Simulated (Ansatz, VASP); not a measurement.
## Se in VASP and in Ansatz

File INCAR:

```
SYSTEM = Se
  PREC = Accurate
  ENCUT = 520
  EDIFF = 1E-6
  ISMEAR = -1
  SIGMA = 0.1
  LREAL = .False.
  LASPH = .True.
  NELM = 60
  ALGO = Normal
  ISIF = 2
  LWAVE = .False.
  LCHARG = .False.
  GGA = PE
  NBANDS = 13
```

The input KPOINTS:

```
Automatic mesh
0
Gamma
  11 11 11
  0 0 0
```

POSCAR

```
Se
1.0
    0.0000000000      2.8108357649      2.8108357649
    2.8108357649      0.0000000000      2.8108357649
    2.8108357649      2.8108357649      0.0000000000
Se
2
Direct
   -0.1250000000     -0.1250000000     -0.1250000000
    0.1250000000      0.1250000000      0.1250000000
```

Input for Ansatz:

```yaml
crystal:
  lattice:
    - [0.0, 2.8108357649, 2.8108357649]
    - [2.8108357649, 0.0, 2.8108357649]
    - [2.8108357649, 2.8108357649, 0.0]
  atoms:
    - { symbol: Se, position: [-0.125, -0.125, -0.125] }
    - { symbol: Se, position: [0.125, 0.125, 0.125] }
kpoints:
  mp_grid: { grid: [11, 11, 11] }
scf:
  occupations: { method: fermi_dirac, width: 0.1 }
hamiltonian:
  xc: pbe
  pseudopotentials: { kind: all_electron, lapw: { basis_error: 0.001 } }
output:
  forces: true
  stress: true
  eigenvalues: true
  populations: true
```

Change from the starting cell: volume scaled by 0.7, LAPW.

Alike in both runs: task single point; functional PBE; k mesh 11 × 11 × 11; occupations fermi-dirac, width 0.1 eV; no spin polarisation.

```csv
,VASP,Ansatz
version,VASP 6.6.1,Ansatz 0.2.0
potentials or method,"VASP PAW PBE potentials, release 64 (Se), cutoff 520 eV","all-electron LAPW, scalar-relativistic"
```

Ansatz gave:

- pressure (GPa): 28.3

**Question.** What did VASP give for the same quantities?

**Answer.** Pressure (GPa): 28.5.

Both programs put the cell under a high pressure, so it lies far from rest at this level. Ansatz ran all-electron here, and VASP with PAW potentials.
